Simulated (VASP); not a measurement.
# ZnH (Pm-3m) in VASP: single point with PBE

Aim: the single point of ZnH with PBE.

Program: VASP 6.6.1. These are calculated values, not measurements. Logs are shortened: lines on timing, memory, paths and dates and some standing lists are left out, and cuts for length are marked.

## Step 1: The cell of the first run

Symmetry: Pm-3m, No. 221, cubic system. The conventional cell has a = 2.704 Å, b = 2.704 Å, c = 2.704 Å, α = 90.00°, β = 90.00°, γ = 90.00°. Within 3.1 Å of Zn (site symmetry m-3m) lie 8 H at 2.34 Å and 6 Zn at 2.70 Å. Within 3.1 Å of H (site symmetry m-3m) lie 8 Zn at 2.34 Å and 6 H at 2.70 Å.

## Step 2: Single point, PBE

Contents of POSCAR:

```
ZnH
1.0
    2.7042713137      0.0000000000      0.0000000000
    0.0000000000      2.7042713137      0.0000000000
    0.0000000000      0.0000000000      2.7042713137
Zn H
1 1
Direct
    0.5000000000      0.5000000000      0.5000000000
    0.0000000000      0.0000000000      0.0000000000
```

Contents of INCAR.step1:

```
SYSTEM = ZnH
ALGO = Normal ; EDIFF = 1E-6
ENCUT = 520 ; GGA = PE
ISIF = 2 ; ISMEAR = 0
LASPH = .TRUE. ; LCHARG = .TRUE.
LREAL = .FALSE. ; LWAVE = .FALSE.
NBANDS = 14 ; NELM = 100
PREC = Accurate ; SIGMA = 0.1
```

Contents of KPOINTS.step1:

```
k-points
0
G
  20 20 20
  0 0 0
```

Contents of INCAR.step2:

```
SYSTEM = ZnH
ALGO = Normal ; EDIFF = 1E-6
ENCUT = 520 ; GGA = PE
ICHARG = 11 ; ISIF = 2
ISMEAR = -5 ; LASPH = .TRUE.
LCHARG = .FALSE. ; LORBIT = 10
LREAL = .FALSE. ; LWAVE = .FALSE.
NBANDS = 14 ; NEDOS = 2001
NELM = 100 ; PREC = Accurate
SIGMA = 0.1
```

Contents of KPOINTS.step2:

```
k-points
0
G
  30 30 30
  0 0 0
```

Potentials or basis: VASP PAW PBE potentials, release 64 (Zn, H).

Launch:

```console
$ cat potpaw_PBE.64/Zn/POTCAR potpaw_PBE.64/H/POTCAR > POTCAR
$ cp INCAR.step1 INCAR
$ cp KPOINTS.step1 KPOINTS
$ mpirun -np 1 vasp_std > vasp.out
$ cp INCAR.step2 INCAR
$ cp KPOINTS.step2 KPOINTS
$ mpirun -np 1 vasp_std > vasp.out
```

OUTCAR:

```text
SYSTEM = ZnH
   EDIFF = 1E-6
   ENCUT = 520
   GGA = PE
   ICHARG = 11
   ISIF = 2
   ISMEAR = -5
   LASPH = .TRUE.
   LORBIT = 10
   LREAL = .FALSE.
   NELM = 100
   PREC = Accurate

 ion  position               nearest neighbor table
   1  0.500  0.500  0.500-
   2  0.000  0.000  0.000-

  LATTYP: Found a simple cubic cell.
 ALAT       =     2.7042713137

  Lattice vectors:

 A1 = (   2.7042713137,   0.0000000000,   0.0000000000)
 A2 = (   0.0000000000,   2.7042713137,   0.0000000000)
 A3 = (   0.0000000000,   0.0000000000,   2.7042713137)

Analysis of symmetry for initial positions (statically):
=====================================================================
 Subroutine PRICEL returns:
 Original cell was already a primitive cell.

 Routine SETGRP: Setting up the symmetry group for a
 simple cubic supercell.

 Subroutine GETGRP returns: Found 48 space group operations
 (whereof 48 operations were pure point group operations)
 out of a pool of 48 trial point group operations.

The static configuration has the point symmetry O_h .

Analysis of symmetry for dynamics (positions and initial velocities):
=====================================================================
 Subroutine PRICEL returns:
 Original cell was already a primitive cell.

 Routine SETGRP: Setting up the symmetry group for a
 simple cubic supercell.

 Subroutine GETGRP returns: Found 48 space group operations
 (whereof 48 operations were pure point group operations)
 out of a pool of 48 trial point group operations.

The dynamic configuration has the point symmetry O_h .

 Subroutine INISYM returns: Found 48 space group operations
 (whereof 48 operations are pure point group operations),
 and found     1 'primitive' translations

----------------------------------------------------------------------------------------

                                     Primitive cell

  volume of cell :      19.7766

  direct lattice vectors                    reciprocal lattice vectors
     2.704271314  0.000000000  0.000000000     0.369785382  0.000000000  0.000000000
     0.000000000  2.704271314  0.000000000     0.000000000  0.369785382  0.000000000
     0.000000000  0.000000000  2.704271314     0.000000000  0.000000000  0.369785382

  length of vectors
     2.704271314  2.704271314  2.704271314     0.369785382  0.369785382  0.369785382

  position of ions in fractional coordinates (direct lattice)
     0.500000000  0.500000000  0.500000000
     0.000000000  0.000000000  0.000000000

  ion indices of the primitive-cell ions
[... 89 lines left out ...]
   NUPDOWN=      -1.0000    fix difference up-down
   EMIN   =  10.00;   EMAX   =-10.00  energy-range for DOS
   EFERMI =   0.00;   METHOD = LEGACY
   ISMEAR =    -5;   SIGMA  =   0.10  broadening in eV -4-tet -1-fermi 0-gaus
   EFERMI_NEDOS =   21; number of points for ismear=-14 and -15
   IALGO  =     38    algorithm
   IMIX   =      4    mixing-type and parameters
     AMIX     =   0.40;   BMIX     =  1.00
     AMIX_MAG =   1.60;   BMIX_MAG =  1.00
  volume/ion in A,a.u.               =       9.89        66.73
  Fermi-wavevector in a.u.,A,eV,Ry     =   1.423440  2.689911 27.567854  2.026180
  Thomas-Fermi vector in A             =   2.544037
   LORBIT       =     10    0 simple, 1 ext, 2 COOP (PROOUT), +10 PAW based schemes
   GGA     = PE    functional components
   LHFCALC =     F    Hartree Fock is set to
   AEXX    =    0.0000 exact exchange contribution
   IVDW    =     0    specifies the selected vdW correction
   LEPSILON=     F    determine dielectric tensor
   LRPA    =     F    only Hartree local field effects (RPA)
 non-spin polarized calculation
 Fermi weights with tetrahedron method with Bloechl corrections
  energy-cutoff  :      520.00
  volume of cell :       19.78
 maximum number of plane-waves:       554

 number of electron      13.0000012 magnetization

 Free energy of the ion-electron system (eV)
  ---------------------------------------------------
  ext. energy  EPLUGINS =         0.00000000
  ---------------------------------------------------
  free energy    TOTEN  =        -3.18721180 eV

  energy without entropy =       -3.18721180  energy(sigma->0) =       -3.18721180

 E-fermi :   2.4429     XC(G=0): -11.0582

 val. band max:        2.5121515872   @ k =   0.4333   0.4333   0.0333
 cond. band min:       2.4287965521   @ k =   0.5000   0.4667   0.0000
 fundamental gap:     -0.0833550351
 Fermi energy:         2.4428855186

 k-point     1 :       0.0000    0.0000    0.0000
  band No.  band energies     occupation
      1      -8.4164      2.00000
      2      -5.4334      2.00000
      3      -5.4334      2.00000
      4      -4.4337      2.00000
      5      -4.4337      2.00000
      6      -4.4337      2.00000
      7       8.4530      0.00000
      8      12.5569      0.00000
      9      12.5569      0.00000
     10      12.5569      0.00000
     11      15.9665      0.00000
     12      15.9665      0.00000
     13      33.1174      0.00000
     14      33.1780      0.00000
[... 377 lines left out ...]
      1      -6.9949      2.00000
      2      -5.3664      2.00000
      3      -5.1099      2.00000
      4      -4.6060      2.00000
      5      -4.6058      2.00000
      6      -4.4220      2.00000
      7       3.2080     -0.14690
      8      11.0105      0.00000
      9      14.1517      0.00000
     10      14.2854      0.00000
     11      17.4209      0.00000
     12      23.7562      0.00000
     13      24.6949      0.00000
     14      24.8659      0.00000

 [... further k-points ...]
[... 5 lines left out ...]
  --------------------------------------------------------------------------------------
  -------------------------------------------------------------------------------------
  Total        0.0465369      0.0465369      0.0465369      0.0000000      0.0000000     -0.0000000
  in kB        3.7701345      3.7701345      3.7701345      0.0000000      0.0000000     -0.0000000
  external PRESSURE =       3.7701345 kB  Pullay stress =       0.0000000 kB

 VOLUME and BASIS-vectors are now :
 -----------------------------------------------------------------------------
  energy-cutoff  :      520.00
  volume of cell :       19.78
      direct lattice vectors                 reciprocal lattice vectors
     2.704271314  0.000000000  0.000000000     0.369785382  0.000000000  0.000000000
     0.000000000  2.704271314  0.000000000     0.000000000  0.369785382  0.000000000
     0.000000000  0.000000000  2.704271314     0.000000000  0.000000000  0.369785382

 POSITION                                       TOTAL-FORCE (eV/Angst)
 -----------------------------------------------------------------------------------
      1.35214      1.35214      1.35214         0.000000      0.000000      0.000000
      0.00000      0.00000      0.00000         0.000000      0.000000      0.000000
 -----------------------------------------------------------------------------------
    total drift:                                0.000000      0.000000      0.000000

  FREE ENERGIE OF THE ION-ELECTRON SYSTEM (eV)
  ---------------------------------------------------
  free  energy   TOTEN  =        -3.1872117983 eV

  energy  without entropy=       -3.1872117983  energy(sigma->0) =       -3.18721180

 total charge

# of ion       s       p       d       tot
------------------------------------------
    1        0.624   0.317   9.759  10.700
    2        0.429   0.012   0.000   0.440
--------------------------------------------------
tot          1.052   0.328   9.759  11.140
```

OSZICAR.step1:

```text
N       E                     dE             d eps       ncg     rms          rms(c)
DAV:   1     0.442273051574E+02    0.44227E+02   -0.57355E+03  8208   0.121E+03
DAV:   2    -0.178711957324E+01   -0.46014E+02   -0.42900E+02  8620   0.206E+02
DAV:   3    -0.343781061890E+01   -0.16507E+01   -0.16477E+01  9526   0.372E+01
DAV:   4    -0.344206247112E+01   -0.42519E-02   -0.42517E-02  9220   0.188E+00
DAV:   5    -0.344206588361E+01   -0.34125E-05   -0.34127E-05  9490   0.524E-02    0.341E+00
DAV:   6    -0.321984600302E+01    0.22222E+00   -0.59411E-01  9460   0.155E+01    0.262E+00
DAV:   7    -0.319148788056E+01    0.28358E-01   -0.60261E-02  9298   0.255E+00    0.107E+00
DAV:   8    -0.318820095523E+01    0.32869E-02   -0.11565E-02  9860   0.818E-01    0.327E-01
DAV:   9    -0.318807941134E+01    0.12154E-03   -0.78961E-04  8664   0.210E-01    0.308E-02
DAV:  10    -0.318807868003E+01    0.73131E-06   -0.18515E-05  9094   0.617E-02    0.997E-03
DAV:  11    -0.318807905567E+01   -0.37564E-06   -0.81683E-07  7132   0.167E-02
   1 F= -.31880791E+01 E0= -.31870718E+01  d E =-.201450E-02
```

Wall time 51 s (1 thread of Intel Xeon 6975P-C (Granite Rapids), shared host); peak memory 0.34 GiB.

What came out:

- Valence electrons inside the program's atomic spheres: Zn 10.70; H 0.44

Caveat: tetrahedron occupations give inexact forces and stress in metals.
